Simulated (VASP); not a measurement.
## AlN: relaxation of the atoms with PBE

AlN:

```
CELL_PARAMETERS angstrom
3.19250 0.00000 0.00000
-1.59625 2.76479 0.00000
0.00000 0.00000 5.21760
ATOMIC_POSITIONS crystal
Al 0.33333 0.66667 0.00173
Al 0.66667 0.33333 0.50173
N 0.33333 0.66667 0.38327
N 0.66667 0.33333 0.88327
```

```yaml
Program: VASP 6.6.1
Task: relaxation of the atoms
Functional: PBE
Potentials_or_basis: VASP PAW PBE potentials, release 64 (Al, N)
Cutoff: 520 eV
k_mesh: 9 × 9 × 6
Occupations: gaussian, width 0.05 eV
Spin: no spin polarisation
Dipole_correction: no
Further_INCAR_settings: ALGO = Normal; EDIFF = 1e-06; IBRION = 2; EDIFFG = -0.01; NSW = 50
```

```json
{
 "Energy gained by relaxing": "0.5 meV/atom",
 "Ionic steps": "3",
 "Pressure after relaxing": "-13.1 GPa",
 "Band gap on the k mesh": "3.45 eV"
}
```

Stress tensor (GPa, compression positive):
```
-11.75   0.00   0.00
  0.00 -11.75   0.00
  0.00   0.00 -15.81
```

The path:
```tsv
step	energy change (eV)	largest force (eV/Å)	pressure (GPa)
1	0.0000	0.1342	-13.04
2	-0.0020	0.0190	-13.10
3	-0.0021	0.0000	-13.10
```

Final structure:
```
Al N
1.0
     3.19250    0.00000    0.00000
    -1.59625    2.76479    0.00000
     0.00000    0.00000    5.21760
Al N
2 2
Direct
  0.33333 0.66667 0.00316
  0.66667 0.33333 0.50316
  0.33333 0.66667 0.38184
  0.66667 0.33333 0.88184
```

Levels at points of the mesh, in eV from the valence-band top:
```
           k point  band 6  band 7  band 8  band 9  band 10  band 11
(0.00, 0.00, 0.00)   -0.05   -0.05    0.00    3.45     6.11     9.81
(0.00, 0.00, 0.50)   -0.34   -0.34   -0.34    5.79     5.79     9.56
```

Run time: 60 s on 1 thread of Intel Xeon 8259CL, with other jobs on the host, peak memory 0.16 GiB.

PBE gaps usually lie below the measured ones, often by a third to a half.
